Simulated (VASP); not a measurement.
Write the native input for VASP 6.6.1 that does the following.

```yaml
Task: single point
Functional: PBE
Potentials_or_basis: VASP PAW PBE potentials, release 64 (Sc_sv, Al)
Cutoff: 500 eV
k_mesh: 9 × 9 × 9
Occupations: fermi-dirac, width 0.05 eV
Spin: no spin polarisation
Dipole_correction: no
Further_INCAR_settings: ALGO = Normal; EDIFF = 1e-06; NBANDS = 18
```

The structure of ScAl3 lies in POSCAR:

```
ScAl3
1.0
   -2.0127950000      2.0127950000      4.4231960000
    2.0127950000     -2.0127950000      4.4231960000
    2.0127950000      2.0127950000     -4.4231960000
Sc Al
1 3
Direct
    0.0000000000      0.0000000000      0.0000000000
    0.5000000000      0.5000000000      0.0000000000
    0.2500000000      0.7500000000      0.5000000000
    0.7500000000      0.2500000000      0.5000000000
```

These files were run (other wordings do the same):

INCAR

```
SYSTEM = ScAl3
PREC = Accurate ; ENCUT = 500
EDIFF = 1E-6 ; ISMEAR = -1
SIGMA = 0.05 ; LREAL = .False.
LASPH = .True. ; NELM = 120
ALGO = Normal ; ISIF = 2
LWAVE = .False. ; LCHARG = .True.
GGA = PE ; LELF = .True.
LVHAR = .True. ; NBANDS = 18
GGA_COMPAT = .False.
```

KPOINTS

```
regular mesh
0
Gamma
  9 9 9
  0 0 0
```

Potentials or basis: VASP PAW PBE potentials, release 64 (Sc_sv, Al).

Launch:

```sh
$ cat potpaw_PBE.64/Sc_sv/POTCAR potpaw_PBE.64/Al/POTCAR > POTCAR
$ mpirun -np 1 vasp_std > vasp.out
```

It gave:

| Property | Result |
| --- | --- |
| Pressure | -0.4 GPa |
| Band gap on the k mesh | zero (bands 10 and 11 overlap by 1.83 eV) |

Wall time 71 s on 1 thread of Intel(R) Xeon(R) 6975P-C (Granite Rapids) (shared host), peak memory 0.27 GiB.
